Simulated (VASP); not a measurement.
# TeRu (F-43m) in VASP: further runs

TeRu is run at these levels: r2SCAN; tasks: single point.

All numbers are computed with VASP 6.6.1; they aren't measurements. Logs are shortened: lines on timing, memory, paths and dates and some standing lists are left out, and cuts for length are marked.

**1. The cell of the first run**

Symmetry: F-43m, No. 216, cubic system. Conventional cell: a = 5.890 Å, b = 5.890 Å, c = 5.890 Å, α = 90.00°, β = 90.00°, γ = 90.00°. Within 3.4 Å of Ru (site symmetry -43m) lie 4 Te at 2.55 Å. Within 3.4 Å of Te (site symmetry -43m) lie 4 Ru at 2.55 Å.

**2. Single point, r2SCAN (volume scaled by 1.020)**

Contents of POSCAR:

```
TeRu
1.0
    0.0000000000      2.9448166345      2.9448166345
    2.9448166345      0.0000000000      2.9448166345
    2.9448166345      2.9448166345      0.0000000000
Ru Te
1 1
Direct
    0.0000000000      0.0000000000      0.0000000000
    0.2500000000      0.2500000000      0.2500000000
```

Contents of INCAR.step1:

```
PREC     = Accurate       # precision mode
ENCUT    = 520            # plane-wave cutoff, eV
ISMEAR   = 0              # smearing method
SIGMA    = 0.05           # smearing width, eV
LREAL    = F              # projectors in reciprocal space
LASPH    = T              # aspherical terms in the spheres
NELM     = 100            # most SCF steps
NBANDS   = 17             # bands
GGA      = PE             # functional
ALGO     = Normal         # electronic algorithm
EDIFF    = 1E-4           # SCF threshold, eV
LWAVE    = T              # write WAVECAR
LCHARG   = F              # write CHGCAR
```

Contents of INCAR.step2:

```
PREC     = Accurate       # precision mode
ENCUT    = 520            # plane-wave cutoff, eV
EDIFF    = 1E-7           # SCF threshold, eV
ISMEAR   = 0              # smearing method
SIGMA    = 0.05           # smearing width, eV
LREAL    = F              # projectors in reciprocal space
LASPH    = T              # aspherical terms in the spheres
NELM     = 100            # most SCF steps
ALGO     = Normal         # electronic algorithm
ISIF     = 2              # what is computed and relaxed
LWAVE    = F              # write WAVECAR
LCHARG   = T              # write CHGCAR
METAGGA  = R2SCAN         # meta-GGA
LMIXTAU  = T            
LELF     = T              # ELF
LVHAR    = T            
NBANDS   = 17             # bands
ISTART   = 1
```

Contents of KPOINTS:

```
regular mesh
0
Gamma
  10 10 10
```

Potentials or basis: VASP PAW PBE potentials, release 64 (Ru_pv, Te).

Command:

```
$ cat potpaw_PBE.64/Ru_pv/POTCAR potpaw_PBE.64/Te/POTCAR > POTCAR
$ cp INCAR.step1 INCAR
$ mpirun -np 1 vasp_std > vasp.out
$ cp INCAR.step2 INCAR
$ mpirun -np 1 vasp_std > vasp.out
```

OUTCAR:

```text
PREC = Accurate
   ENCUT = 520
   EDIFF = 1E-7
   ISMEAR = 0
   LREAL = F
   LASPH = T
   NELM = 100
   ISIF = 2
   METAGGA = R2SCAN
   ISTART = 1

 ion  position               nearest neighbor table
   1  0.000  0.000  0.000-   2 2.55   2 2.55   2 2.55   2 2.55
   2  0.250  0.250  0.250-   1 2.55   1 2.55   1 2.55   1 2.55

  LATTYP: Found a face centered cubic cell.
 ALAT       =     5.8896332690

  Lattice vectors:

 A1 = (   0.0000000000,   2.9448166345,   2.9448166345)
 A2 = (   2.9448166345,   0.0000000000,   2.9448166345)
 A3 = (   2.9448166345,   2.9448166345,   0.0000000000)

Analysis of symmetry for initial positions (statically):
=====================================================================
 Subroutine PRICEL returns:
 Original cell was already a primitive cell.

 Routine SETGRP: Setting up the symmetry group for a
 face centered cubic supercell.

 Subroutine GETGRP returns: Found 24 space group operations
 (whereof 24 operations were pure point group operations)
 out of a pool of 48 trial point group operations.

The static configuration has the point symmetry T_d .

Analysis of symmetry for dynamics (positions and initial velocities):
=====================================================================
 Subroutine PRICEL returns:
 Original cell was already a primitive cell.

 Routine SETGRP: Setting up the symmetry group for a
 face centered cubic supercell.

 Subroutine GETGRP returns: Found 24 space group operations
 (whereof 24 operations were pure point group operations)
 out of a pool of 48 trial point group operations.

The dynamic configuration has the point symmetry T_d .

 Subroutine INISYM returns: Found 24 space group operations
 (whereof 24 operations are pure point group operations),
 and found     1 'primitive' translations

----------------------------------------------------------------------------------------

                                     Primitive cell

  volume of cell :      51.0746

  direct lattice vectors                    reciprocal lattice vectors
     0.000000000  2.944816634  2.944816634    -0.169789859  0.169789859  0.169789859
     2.944816634  0.000000000  2.944816634     0.169789859 -0.169789859  0.169789859
     2.944816634  2.944816634  0.000000000     0.169789859  0.169789859 -0.169789859

  length of vectors
     4.164599623  4.164599623  4.164599623     0.294084662  0.294084662  0.294084662

  position of ions in fractional coordinates (direct lattice)
[... 72 lines left out ...]
   ICHARG =      0    charge: 1-file 2-atom 10-const
   ISPIN  =      1    spin polarized calculation?
   LNONCOLLINEAR =      F non collinear calculations
   LSORBIT =      F    spin-orbit coupling
   LASPH  =      T    aspherical Exc in radial PAW
   ENCUT  =  520.0 eV  38.22 Ry    6.18 a.u.   7.74  7.74  7.74*2*pi/ulx,y,z
   NELM   =    100;   NELMIN=  2; NELMDL=  0     # of ELM steps
   EDIFF  = 0.1E-06   stopping-criterion for ELM
   LREAL  =      F    real-space projection
   EDIFFG = 0.1E-05   stopping-criterion for IOM
   NSW    =      0    number of steps for IOM
   IBRION =     -1    ionic relax: 0-MD 1-quasi-New 2-CG
   NFREE  =      0    steps in history (QN), initial steepest desc. (CG)
   ISIF   =      2    stress and relaxation
   ISYM   =      2    0-nonsym 1-usesym 2-fastsym
   POTIM  = 0.5000    time-step for ionic-motion
   TEBEG  =    0.0;   TEEND  =   0.0 temperature during run
   PSTRESS=    0.0 pullay stress
   NELECT =      20.0000    total number of electrons
   NUPDOWN=      -1.0000    fix difference up-down
   EMIN   =  10.00;   EMAX   =-10.00  energy-range for DOS
   EFERMI =   0.00;   METHOD = LEGACY
   ISMEAR =     0;   SIGMA  =   0.05  broadening in eV -4-tet -1-fermi 0-gaus
   EFERMI_NEDOS =   21; number of points for ismear=-14 and -15
   IALGO  =     38    algorithm
   IMIX   =      4    mixing-type and parameters
     AMIX     =   0.40;   BMIX     =  1.00
     AMIX_MAG =   1.60;   BMIX_MAG =  1.00
  volume/ion in A,a.u.               =      25.54       172.33
  Fermi-wavevector in a.u.,A,eV,Ry     =   1.197705  2.263334 19.517524  1.434498
  Thomas-Fermi vector in A             =   2.333613
   LORBIT       =      0    0 simple, 1 ext, 2 COOP (PROOUT), +10 PAW based schemes
   METAGGA = R2SCAN    functional components
   LHFCALC =     F    Hartree Fock is set to
   AEXX    =    0.0000 exact exchange contribution
   IVDW    =     0    specifies the selected vdW correction
   LEPSILON=     F    determine dielectric tensor
   LRPA    =     F    only Hartree local field effects (RPA)
 non-spin polarized calculation
 Gauss-broadening in eV      SIGMA  =   0.05
  energy-cutoff  :      520.00
  volume of cell :       51.07
 maximum number of plane-waves:      1392
   NGX = 15   NGY = 15   NGZ = 15

 number of electron      19.9999995 magnetization

 Free energy of the ion-electron system (eV)
  ---------------------------------------------------
  ext. energy  EPLUGINS =         0.00000000
  ---------------------------------------------------
  free energy    TOTEN  =       -50.27720066 eV

  energy without entropy =      -50.27521035  energy(sigma->0) =      -50.27620550

 E-fermi :   6.9011     XC(G=0): -10.7084

 val. band max:        6.8437822887   @ k =   0.5000   0.4000   0.0000
 cond. band min:       6.9170099584   @ k =   0.4000   0.4000   0.0000
 fundamental gap:      0.0732276697
 Fermi energy:         6.9010931226

 k-point     1 :       0.0000    0.0000    0.0000
  band No.  band energies     occupation
      1     -36.6867      2.00000
      2     -36.6867      2.00000
      3     -36.6867      2.00000
      4      -6.3664      2.00000
      5       2.4317      2.00000
      6       2.4317      2.00000
[... 457 lines left out ...]
      4      -5.4140      2.00000
      5       1.3957      2.00000
      6       3.0119      2.00000
[... 9 lines left out ...]
     16      17.0258      0.00000
     17      17.0322      0.00000

 [... further k-points ...]
[... 5 lines left out ...]
  --------------------------------------------------------------------------------------
  -------------------------------------------------------------------------------------
  Total       -0.6750820     -0.6750820     -0.6750820      0.0000000      0.0000000     -0.0000000
  in kB      -21.1768977    -21.1768977    -21.1768977      0.0000000      0.0000000     -0.0000000
  external PRESSURE =     -21.1768977 kB  Pullay stress =       0.0000000 kB

 VOLUME and BASIS-vectors are now :
 -----------------------------------------------------------------------------
  energy-cutoff  :      520.00
  volume of cell :       51.07
      direct lattice vectors                 reciprocal lattice vectors
     0.000000000  2.944816634  2.944816634    -0.169789859  0.169789859  0.169789859
     2.944816634  0.000000000  2.944816634     0.169789859 -0.169789859  0.169789859
     2.944816634  2.944816634  0.000000000     0.169789859  0.169789859 -0.169789859

 POSITION                                       TOTAL-FORCE (eV/Angst)
 -----------------------------------------------------------------------------------
      0.00000      0.00000      0.00000         0.000000      0.000000      0.000000
      1.47241      1.47241      1.47241        -0.000000     -0.000000     -0.000000
 -----------------------------------------------------------------------------------
    total drift:                               -0.000000     -0.000000     -0.000000

  FREE ENERGIE OF THE ION-ELECTRON SYSTEM (eV)
  ---------------------------------------------------
  free  energy   TOTEN  =       -50.2772006581 eV

  energy  without entropy=      -50.2752103459  energy(sigma->0) =      -50.27620550
```

OUTCAR.step1:

```text
PREC = Accurate
   ENCUT = 520
   ISMEAR = 0
   LREAL = F
   LASPH = T
[... 700 lines left out ...]
 -----------------------------------------------------------------------------------
      0.00000      0.00000      0.00000         0.000000      0.000000      0.000000
      1.47241      1.47241      1.47241        -0.000000     -0.000000     -0.000000
 -----------------------------------------------------------------------------------
    total drift:                               -0.000000     -0.000000     -0.000000

  FREE ENERGIE OF THE ION-ELECTRON SYSTEM (eV)
  ---------------------------------------------------
  free  energy   TOTEN  =       -11.6983375277 eV

  energy  without entropy=      -11.6959012809  energy(sigma->0) =      -11.69711940
```

It took 79 s on 1 thread of Intel Xeon Platinum 8259CL at 2.50GHz (Skylake/Cascade Lake), shared host; peak memory 0.21 GiB.

What came out:

| Quantity | Value |
| --- | --- |
| Free energy | -50.2772 eV |
| Pressure | -2.1 GPa |
| Band gap on the k mesh | zero (band 10 reaches 10.28 eV, above the bottom of band 11 at 6.54 eV) |

Caveat: the PAW data sets were made with another functional, which shifts forces and pressure a little; spin-orbit coupling is left out, which moves the levels of the heavy elements.

**3. Single point, r2SCAN (volume scaled by 1.040)**

Contents of POSCAR:

```
TeRu
1.0
    0.0000000000      2.9639393562      2.9639393562
    2.9639393562      0.0000000000      2.9639393562
    2.9639393562      2.9639393562      0.0000000000
Ru Te
1 1
Direct
    0.0000000000      0.0000000000      0.0000000000
    0.2500000000      0.2500000000      0.2500000000
```

Contents of INCAR.step1:

```
SYSTEM = TeRu
PREC     = Accurate       ! precision mode
ENCUT    = 520            ! plane-wave cutoff, eV
ISMEAR   = 0              ! smearing method
SIGMA    = 0.05           ! smearing width, eV
LREAL    = .FALSE.        ! projectors in reciprocal space
LASPH    = .TRUE.         ! aspherical terms in the spheres
NELM     = 60             ! most SCF steps
NBANDS   = 17             ! bands
GGA      = PE             ! functional
ALGO     = Normal         ! electronic algorithm
EDIFF    = 1E-4           ! SCF threshold, eV
LWAVE    = .TRUE.         ! write WAVECAR
LCHARG   = .FALSE.        ! write CHGCAR
```

Contents of INCAR.step2:

```
SYSTEM = TeRu
PREC     = Accurate       ! precision mode
ENCUT    = 520            ! plane-wave cutoff, eV
EDIFF    = 1E-6           ! SCF threshold, eV
ISMEAR   = 0              ! smearing method
SIGMA    = 0.05           ! smearing width, eV
LREAL    = .FALSE.        ! projectors in reciprocal space
LASPH    = .TRUE.         ! aspherical terms in the spheres
NELM     = 60             ! most SCF steps
ALGO     = Normal         ! electronic algorithm
ISIF     = 2              ! what is computed and relaxed
LWAVE    = .FALSE.        ! write WAVECAR
LCHARG   = .FALSE.        ! write CHGCAR
METAGGA  = R2SCAN         ! meta-GGA
LMIXTAU  = .TRUE.       
NBANDS   = 17             ! bands
ISTART   = 1
```

Contents of KPOINTS:

```
Automatic mesh
0
G
  10 10 10
  0 0 0
```

Potentials or basis: VASP PAW PBE potentials, release 64 (Ru_pv, Te).

Command:

```
$ cat potpaw_PBE.64/Ru_pv/POTCAR potpaw_PBE.64/Te/POTCAR > POTCAR
$ cp INCAR.step1 INCAR
$ mpirun -np 1 vasp_std > vasp.out
$ cp INCAR.step2 INCAR
$ mpirun -np 1 vasp_std > vasp.out
```

OUTCAR:

```text
SYSTEM = TeRu
   PREC = Accurate
   ENCUT = 520
   EDIFF = 1E-6
   ISMEAR = 0
   LREAL = .FALSE.
   LASPH = .TRUE.
   NELM = 60
   ISIF = 2
   METAGGA = R2SCAN
   ISTART = 1

 ion  position               nearest neighbor table
   1  0.000  0.000  0.000-   2 2.57   2 2.57   2 2.57   2 2.57
   2  0.250  0.250  0.250-   1 2.57   1 2.57   1 2.57   1 2.57

  LATTYP: Found a face centered cubic cell.
 ALAT       =     5.9278787124

  Lattice vectors:

 A1 = (   0.0000000000,   2.9639393562,   2.9639393562)
 A2 = (   2.9639393562,   0.0000000000,   2.9639393562)
 A3 = (   2.9639393562,   2.9639393562,   0.0000000000)
[... 648 lines left out ...]
      5       1.2623      2.00000
      6       2.8399      2.00000
[... 9 lines left out ...]
     16      16.6966      0.00000
     17      16.7991      0.00000

 [... further k-points ...]
[... 5 lines left out ...]
  --------------------------------------------------------------------------------------
  -------------------------------------------------------------------------------------
  Total       -1.2546506     -1.2546506     -1.2546506      0.0000000      0.0000000      0.0000000
  in kB      -38.6007239    -38.6007239    -38.6007239      0.0000000      0.0000000      0.0000000
  external PRESSURE =     -38.6007239 kB  Pullay stress =       0.0000000 kB

 VOLUME and BASIS-vectors are now :
 -----------------------------------------------------------------------------
  energy-cutoff  :      520.00
  volume of cell :       52.08
      direct lattice vectors                 reciprocal lattice vectors
     0.000000000  2.963939356  2.963939356    -0.168694410  0.168694410  0.168694410
     2.963939356  0.000000000  2.963939356     0.168694410 -0.168694410  0.168694410
     2.963939356  2.963939356  0.000000000     0.168694410  0.168694410 -0.168694410

 POSITION                                       TOTAL-FORCE (eV/Angst)
 -----------------------------------------------------------------------------------
      0.00000      0.00000      0.00000         0.000000      0.000000     -0.000000
      1.48197      1.48197      1.48197        -0.000000     -0.000000      0.000000
 -----------------------------------------------------------------------------------
    total drift:                               -0.000000     -0.000000     -0.000000

  FREE ENERGIE OF THE ION-ELECTRON SYSTEM (eV)
  ---------------------------------------------------
  free  energy   TOTEN  =       -50.2585848111 eV

  energy  without entropy=      -50.2563994325  energy(sigma->0) =      -50.25749212
```

OUTCAR.step1:

```text
SYSTEM = TeRu
   PREC = Accurate
   ENCUT = 520
   ISMEAR = 0
   LREAL = .FALSE.
   LASPH = .TRUE.
[... 701 lines left out ...]
      0.00000      0.00000      0.00000         0.000000      0.000000      0.000000
      1.48197      1.48197      1.48197        -0.000000     -0.000000     -0.000000
 -----------------------------------------------------------------------------------
    total drift:                               -0.000000     -0.000000     -0.000000

  FREE ENERGIE OF THE ION-ELECTRON SYSTEM (eV)
  ---------------------------------------------------
  free  energy   TOTEN  =       -11.6921565301 eV

  energy  without entropy=      -11.6895088958  energy(sigma->0) =      -11.69083271
```

Run time: 78 s. Hardware: 1 thread of Intel Xeon Platinum 8259CL at 2.50GHz (Skylake/Cascade Lake), shared host; peak memory 0.21 GiB.

Results:

| Property | Result |
| --- | --- |
| Free energy | -50.2586 eV |
| Pressure | -3.9 GPa |
| Band gap on the k mesh | zero (band 10 reaches 9.97 eV, above the bottom of band 11 at 6.32 eV) |

Caveat: the PAW data sets were made with another functional, which shifts forces and pressure a little; spin-orbit coupling is left out, which moves the levels of the heavy elements.

**4. Single point, r2SCAN (volume scaled by 1.070)**

Contents of POSCAR:

```
TeRu
1.0
    0.0000000000      2.9921690491      2.9921690491
    2.9921690491      0.0000000000      2.9921690491
    2.9921690491      2.9921690491      0.0000000000
Ru Te
1 1
Direct
    0.0000000000      0.0000000000      0.0000000000
    0.2500000000      0.2500000000      0.2500000000
```

Contents of INCAR.step1:

```
SYSTEM = TeRu
ALGO     = Normal         ! electronic algorithm
EDIFF    = 1E-4           ! SCF threshold, eV
ENCUT    = 520            ! plane-wave cutoff, eV
GGA      = PE             ! functional
ISMEAR   = 0              ! smearing method
LASPH    = .TRUE.         ! aspherical terms in the spheres
LCHARG   = .FALSE.        ! write CHGCAR
LREAL    = .FALSE.        ! projectors in reciprocal space
LWAVE    = .TRUE.         ! write WAVECAR
NBANDS   = 17             ! bands
NELM     = 80             ! most SCF steps
PREC     = Accurate       ! precision mode
SIGMA    = 0.05           ! smearing width, eV
```

Contents of INCAR.step2:

```
SYSTEM = TeRu
ALGO     = Normal         ! electronic algorithm
EDIFF    = 1E-6           ! SCF threshold, eV
ENCUT    = 520            ! plane-wave cutoff, eV
ISIF     = 2              ! what is computed and relaxed
ISMEAR   = 0              ! smearing method
ISTART   = 1            
LASPH    = .TRUE.         ! aspherical terms in the spheres
LCHARG   = .FALSE.        ! write CHGCAR
LMIXTAU  = .TRUE.       
LREAL    = .FALSE.        ! projectors in reciprocal space
LWAVE    = .FALSE.        ! write WAVECAR
METAGGA  = R2SCAN         ! meta-GGA
NBANDS   = 17             ! bands
NELM     = 80             ! most SCF steps
PREC     = Accurate       ! precision mode
SIGMA    = 0.05           ! smearing width, eV
```

Contents of KPOINTS:

```
k-points
0
G
  10 10 10
  0 0 0
```

Command:

```
$ cat potpaw_PBE.64/Ru_pv/POTCAR potpaw_PBE.64/Te/POTCAR > POTCAR
$ cp INCAR.step1 INCAR
$ mpirun -np 1 vasp_std > vasp.out
$ cp INCAR.step2 INCAR
$ mpirun -np 1 vasp_std > vasp.out
```

Wall time 78 s (1 thread of Intel Xeon Platinum 8259CL at 2.50GHz (Skylake/Cascade Lake), shared host); peak memory 0.21 GiB.

It converged, with:

* Free energy: -50.2118 eV
* Pressure: -6.1 GPa
* Band gap on the k mesh: zero (band 10 reaches 9.51 eV, above the bottom of band 11 at 6.00 eV)

Levels at points of the mesh, in eV from the Fermi level:
| k point | band 6 | band 7 | band 8 | band 9 | band 10 | band 11 | band 12 | band 13 | band 14 | band 15 |
| --- | --- | --- | --- | --- | --- | --- | --- | --- | --- | --- |
| (0.00, 0.00, 0.00) | -4.27 | -4.27 | -1.52 | -1.52 | 3.18 | 3.51 | 3.51 | 3.51 | 6.56 | 6.56 |
| (0.50, 0.00, 0.00) | -3.98 | -3.98 | -1.36 | -1.36 | -1.04 | 1.66 | 1.66 | 4.34 | 7.56 | 7.56 |
| (0.50, 0.50, 0.00) | -3.39 | -3.39 | -1.61 | -1.19 | -0.94 | -0.29 | -0.29 | 4.90 | 5.61 | 10.13 |

Caveat: the PAW data sets were made with another functional, which shifts forces and pressure a little; spin-orbit coupling is left out, which moves the levels of the heavy elements.

**5. The runs side by side**

| cell | gap on the mesh (eV) | pressure (GPa) |
| --- | --- | --- |
| a = 4.165 Å, angles 60.0°, 2 atoms | none | -2.1 |
| a = 4.192 Å, angles 60.0°, 2 atoms | none | -3.9 |
| a = 4.232 Å, angles 60.0°, 2 atoms | none | -6.1 |

Alike in all rows: task single point; level r2SCAN; potentials or basis VASP PAW PBE potentials, release 64 (Ru_pv, Te); no spin polarisation; k mesh 10 × 10 × 10; cutoff (eV) 520; smearing gaussian 0.05 eV.

Caveats: the PAW data sets were made with another functional, which shifts forces and pressure a little; spin-orbit coupling is left out, which moves the levels of the heavy elements.

Total energies depend on the potentials used, so only differences within one code and one set of settings carry meaning.
